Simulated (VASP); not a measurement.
# Cu (Fd-3m) in VASP: a series of runs, part 2 of 2

VASP 6.6.1.

### Step 3. Relaxation of cell and atoms, PBEsol

This run uses another cell than the first one, of 15.94 Å³/atom.

File INCAR:

```
SYSTEM = Cu
ALGO     = Normal         ! electronic algorithm
EDIFF    = 1E-7           ! SCF threshold, eV
EDIFFG   = -0.01          ! ionic threshold
ENCUT    = 600            ! plane-wave cutoff, eV
GGA      = PS             ! functional
IBRION   = 2              ! ionic algorithm
ISIF     = 3              ! what is computed and relaxed
ISMEAR   = -1             ! smearing method
LASPH    = .True.         ! aspherical terms in the spheres
LCHARG   = .False.        ! write CHGCAR
LREAL    = .False.        ! projectors in reciprocal space
LWAVE    = .False.        ! write WAVECAR
NELM     = 80             ! most SCF steps
NSW      = 80             ! ionic steps
PREC     = Accurate       ! precision mode
SIGMA    = 0.1            ! smearing width, eV
```

File KPOINTS:

```
k-points
0
Gamma
  11 11 11
  0 0 0
```

File POSCAR:

```
Cu
1.0
    0.0000000000      2.5168736955      2.5168736955
    2.5168736955      0.0000000000      2.5168736955
    2.5168736955      2.5168736955      0.0000000000
Cu
2
Direct
    0.1250000000      0.1250000000      0.1250000000
    0.8750000000      0.8750000000      0.8750000000
```

Potentials or basis: VASP PAW PBE potentials, release 64 (Cu).

The run is started by

```
cat potpaw_PBE.64/Cu/POTCAR > POTCAR
mpirun -np 1 vasp_std > vasp.out
```

OUTCAR:

```text
SYSTEM = Cu
   EDIFF = 1E-7
   EDIFFG = -0.01
   ENCUT = 600
   GGA = PS
   IBRION = 2
   ISIF = 3
   ISMEAR = -1
   LASPH = .True.
   LREAL = .False.
   NELM = 80
   NSW = 80
   PREC = Accurate

 ion  position               nearest neighbor table
   1  0.125  0.125  0.125-   2 2.18   2 2.18   2 2.18   2 2.18
   2  0.875  0.875  0.875-   1 2.18   1 2.18   1 2.18   1 2.18

  LATTYP: Found a face centered cubic cell.
 ALAT       =     5.0337473910

  Lattice vectors:

 A1 = (   0.0000000000,   2.5168736955,   2.5168736955)
 A2 = (   2.5168736955,   0.0000000000,   2.5168736955)
 A3 = (   2.5168736955,   2.5168736955,   0.0000000000)

Analysis of symmetry for initial positions (statically):
=====================================================================
 Subroutine PRICEL returns:
 Original cell was already a primitive cell.

 Routine SETGRP: Setting up the symmetry group for a
 face centered cubic supercell.

 Subroutine GETGRP returns: Found 48 space group operations
 (whereof 12 operations were pure point group operations)
 out of a pool of 48 trial point group operations.

The static configuration has the point symmetry D_3d.
 The point group associated with its full space group is O_h .

[... 170 lines left out ...]
  in kB      109.3451039    109.3451039    109.3451039     -0.0000000      0.0000000      0.0000000
  external PRESSURE =     109.3451039 kB  Pullay stress =       0.0000000 kB
[... 59 lines left out ...]
--------------------------------------- Ionic step        3  -------------------------------------------

 number of electron      22.0000019 magnetization

 Free energy of the ion-electron system (eV)
  ---------------------------------------------------
  ext. energy  EPLUGINS =         0.00000000
  ---------------------------------------------------
  free energy    TOTEN  =        -6.25825753 eV

  energy without entropy =       -6.23225426  energy(sigma->0) =       -6.24525589

 E-fermi :   3.0931     XC(G=0): -10.3740

 val. band max:        3.0805655391   @ k =  -0.3636   0.3636   0.0909
 cond. band min:       3.1194368452   @ k =  -0.3636   0.3636   0.0000
 fundamental gap:      0.0388713061
 Fermi energy:         3.0931371136

 k-point     1 :       0.0000    0.0000    0.0000
  band No.  band energies     occupation
      1      -3.5251      2.00000
      2      -0.0623      2.00000
      3      -0.0623      2.00000
      4      -0.0623      2.00000
      5      -0.0402      2.00000
      6      -0.0402      2.00000
      7       1.1270      2.00000
      8       1.1270      2.00000
      9       1.1270      2.00000
     10       1.8464      1.99999
     11       1.8464      1.99999
     12      13.2546      0.00000
     13      13.2546      0.00000
     14      13.2546      0.00000
[... 401 lines left out ...]
      2      -0.2843      2.00000
      3      -0.0740      2.00000
      4      -0.0716      2.00000
      5       0.1355      2.00000
      6       0.3706      2.00000
      7       0.8859      2.00000
      8       0.9840      2.00000
      9       1.4351      2.00000
     10       1.6786      2.00000
     11       1.9233      1.99998
     12       7.4311      0.00000
     13       7.7212      0.00000
     14      11.5873      0.00000
     15      14.3595      0.00000

 [... further k-points ...]
[... 5 lines left out ...]
  --------------------------------------------------------------------------------------
  -------------------------------------------------------------------------------------
  Total        0.0117586      0.0117586      0.0117586      0.0000000      0.0000000      0.0000000
  in kB        0.5235841      0.5235841      0.5235841      0.0000000      0.0000000      0.0000000
  external PRESSURE =       0.5235841 kB  Pullay stress =       0.0000000 kB
[... 17 lines left out ...]
  FREE ENERGIE OF THE ION-ELECTRON SYSTEM (eV)
  ---------------------------------------------------
  free  energy   TOTEN  =        -6.2582575295 eV

  energy  without entropy=       -6.2322542579  energy(sigma->0) =       -6.24525589

 reached required accuracy - stopping structural energy minimisation
```

OSZICAR:

```text
N       E                     dE             d eps       ncg     rms          rms(c)
DAV:   1     0.134321218094E+03    0.13432E+03   -0.11622E+04  1680   0.263E+03
DAV:   2    -0.267385311621E+01   -0.13700E+03   -0.13187E+03  1680   0.328E+02
DAV:   3    -0.766630871239E+01   -0.49925E+01   -0.48476E+01  2093   0.990E+01
[... 28 lines left out ...]
DAV:   4    -0.626433657588E+01    0.43645E-02   -0.65109E-02  2310   0.492E+00    0.556E-01
DAV:   5    -0.625823727011E+01    0.60993E-02   -0.26998E-02  2023   0.394E+00    0.168E-02
DAV:   6    -0.625826135803E+01   -0.24088E-04   -0.27404E-04  1771   0.171E-01    0.114E-02
DAV:   7    -0.625825748065E+01    0.38774E-05   -0.39907E-06  2575   0.341E-02    0.198E-03
DAV:   8    -0.625825752947E+01   -0.48816E-07   -0.38672E-07  1680   0.134E-02
   3 F= -.62582575E+01 E0= -.62452559E+01  d E =-.124958E+00
```

Run time: 2.7 min. Hardware: 1 thread of AMD EPYC 7R13, shared host; peak memory 0.14 GiB.

Results:

* Free energy: -6.2583 eV
* Relaxed volume: 17.99 Å³/atom
* Relaxed cell: a = 3.706 Å, b = 3.706 Å, c = 3.706 Å, α = 60.00°, β = 60.00°, γ = 60.00°
* Space group after relaxing (to 0.1 Å): Fd-3m (No. 227)
* Energy gained by relaxing: 62.5 meV/atom
* Ionic steps: 3
* Pressure after relaxing: 0.1 GPa
* Band gap on the k mesh: zero (bands 11 and 12 overlap by 0.72 eV)

The path:
```csv
step,energy change (eV),largest force (eV/Å),pressure (GPa),volume (Å³)
1,0.0000,0.0000,10.93,31.89
2,-0.1176,0.0000,-1.96,37.18
3,-0.1250,0.0000,0.05,35.98
```

Final structure:
```
Cu
1.0
     0.00000    2.62030    2.62030
     2.62030    0.00000    2.62030
     2.62030    2.62030    0.00000
Cu
2
Cartesian
  0.6551 0.6551 0.6551
  4.5855 4.5855 4.5855
```

Levels at points of the mesh, in eV from the Fermi level:
```tsv
k point	band 7	band 8	band 9	band 10	band 11	band 12	band 13	band 14	band 15
(0.00, 0.00, 0.00)	-1.97	-1.97	-1.97	-1.25	-1.25	10.16	10.16	10.16	11.01
```

Caveat: the PAW data sets were made with another functional, which shifts forces and pressure a little.

### Step 4. Single point, PBEsol (15.75 Å³/atom)

This run uses another cell than the first one, of 15.75 Å³/atom.

File INCAR:

```
SYSTEM = Cu
  ALGO = Normal
  EDIFF = 1E-6
  ENCUT = 520
  GGA = PS
  ISIF = 2
  ISMEAR = -1
  LASPH = .TRUE.
  LCHARG = .FALSE.
  LREAL = .FALSE.
  LWAVE = .FALSE.
  NBANDS = 18
  NELM = 100
  PREC = Accurate
  SIGMA = 0.1
```

File KPOINTS:

```
k-points
0
G
  17 17 17
  0 0 0
```

File POSCAR:

```
Cu
1.0
    0.0000000000      2.5064578217      2.5064578217
    2.5064578217      0.0000000000      2.5064578217
    2.5064578217      2.5064578217      0.0000000000
Cu
2
Direct
    0.1250000000      0.1250000000      0.1250000000
    0.8750000000      0.8750000000      0.8750000000
```

The run is started by

```
cat potpaw_PBE.64/Cu/POTCAR > POTCAR
mpirun -np 1 vasp_std > vasp.out
```

Run time: 3.1 min. Hardware: 1 thread of AMD EPYC 7R13, shared host; peak memory 0.18 GiB.

Results (log left out):

```yaml
Free_energy: -6.1030 eV
Pressure: 12.1 GPa
Band_gap_on_the_k_mesh: zero (bands 11 and 12 overlap by 0.88 eV)
```

Levels at points of the mesh, in eV from the Fermi level:
| k point | band 8 | band 9 | band 10 | band 11 | band 12 | band 13 | band 14 | band 15 |
| --- | --- | --- | --- | --- | --- | --- | --- | --- |
| (0.00, 0.00, 0.00) | -2.25 | -2.25 | -1.36 | -1.36 | 11.18 | 11.18 | 11.18 | 11.88 |

Caveat: the cell stands under pressure; the PAW data sets were made with another functional, which shifts forces and pressure a little.

### Step 5. Single point, PBEsol (16.46 Å³/atom)

This run uses another cell than the first one, of 16.46 Å³/atom.

File INCAR:

```
PREC = Accurate
ENCUT = 520
EDIFF = 1E-7
ISMEAR = -1
SIGMA = 0.1
LREAL = False
LASPH = True
NELM = 100
ALGO = Normal
ISIF = 2
LWAVE = False
LCHARG = False
GGA = PS
NBANDS = 18
```

File KPOINTS:

```
regular mesh
0
Gamma
  17 17 17
```

File POSCAR:

```
Cu
1.0
    0.0000000000      2.5438731561      2.5438731561
    2.5438731561      0.0000000000      2.5438731561
    2.5438731561      2.5438731561      0.0000000000
Cu
2
Direct
    0.1250000000      0.1250000000      0.1250000000
    0.8750000000      0.8750000000      0.8750000000
```

The run is started by

```
cat potpaw_PBE.64/Cu/POTCAR > POTCAR
mpirun -np 1 vasp_std > vasp.out
```

Wall time 3.7 min (1 thread of AMD EPYC 7R13, shared host); peak memory 0.18 GiB.

The run converged. Its results:

| Quantity | Value |
| --- | --- |
| Free energy | -6.1909 eV |
| Pressure | 7.4 GPa |
| Band gap on the k mesh | zero (bands 11 and 12 overlap by 0.86 eV) |

Levels at points of the mesh, in eV from the Fermi level:
```
           k point  band 7  band 8  band 9  band 10  band 11  band 12  band 13  band 14  band 15  band 16
(0.00, 0.00, 0.00)   -2.15   -2.15   -2.15    -1.32    -1.32    10.83    10.83    10.83    11.58    11.58
```

Caveat: the cell stands under pressure; the PAW data sets were made with another functional, which shifts forces and pressure a little.

### Step 6. The runs side by side

```csv
task,cell,k mesh,cutoff (eV),gap on the mesh (eV),pressure (GPa)
single point,"a = 3.699 Å, angles 60.0°, 2 atoms",11 × 11 × 11,520,none,0.0
relaxation of cell and atoms,"relaxed from a = 3.559 Å, angles 60.0°, 2 atoms",11 × 11 × 11,600,none,0.1
single point,"a = 3.545 Å, angles 60.0°, 2 atoms",17 × 17 × 17,520,none,12.1
single point,"a = 3.598 Å, angles 60.0°, 2 atoms",17 × 17 × 17,520,none,7.4
```

Alike in all rows: level PBEsol; potentials or basis VASP PAW PBE potentials, release 64 (Cu); no spin polarisation; smearing fermi-dirac 0.1 eV.

Caveats: the PAW data sets were made with another functional, which shifts forces and pressure a little; the cell stands under pressure (at least some runs).

Total energies depend on the potentials used, so only differences within one code and one set of settings carry meaning.

The gap in the log of VASP goes by the Fermi energy; the results here count the filled bands.